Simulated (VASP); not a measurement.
Here is a VASP 6.6.1 calculation.

The input INCAR:

```
SYSTEM = BAs
  PREC = Accurate
  ENCUT = 500
  EDIFF = 1E-6
  ISMEAR = 0
  SIGMA = 0.1
  LREAL = .False.
  LASPH = .True.
  NELM = 120
  ALGO = Normal
  ISIF = 2
  LWAVE = .False.
  LCHARG = .True.
  GGA = PE
  LELF = .True.
  LVHAR = .True.
  NBANDS = 11
  GGA_COMPAT = .False.
```

The input KPOINTS:

```
regular mesh
0
Gamma
  6 6 6
  0 0 0
```

File POSCAR:

```
BAs
1.0
    3.2163962700      0.0000000000      0.0000000000
    0.0000000000      3.2163962700      0.0000000000
    0.0000000000      0.0000000000      3.4857620800
B As
1 1
Direct
    0.5000000000      0.5000000000      0.7059250600
    0.0000000000      0.0000000000      0.7864291500
```

Potentials or basis: VASP PAW PBE potentials, release 64 (B, As).

Launch:

```sh
$ cat potpaw_PBE.64/B/POTCAR potpaw_PBE.64/As/POTCAR > POTCAR
$ mpirun -np 1 vasp_std > vasp.out
```

Task: Predict the band gap on the k mesh.

Result: Zero (band 4 reaches 5.12 eV, above the bottom of band 5 at 1.94 eV).

Task: Estimate the pressure.

Result: -10.6 GPa.

Stress tensor (GPa, compression positive):
```
-13.29   0.00   0.00
  0.00 -13.29   0.00
  0.00   0.00  -5.31
```

Caveat: this functional lacks dispersion, which binds the layers, so the pressure and a relaxed spacing across them are unreliable.
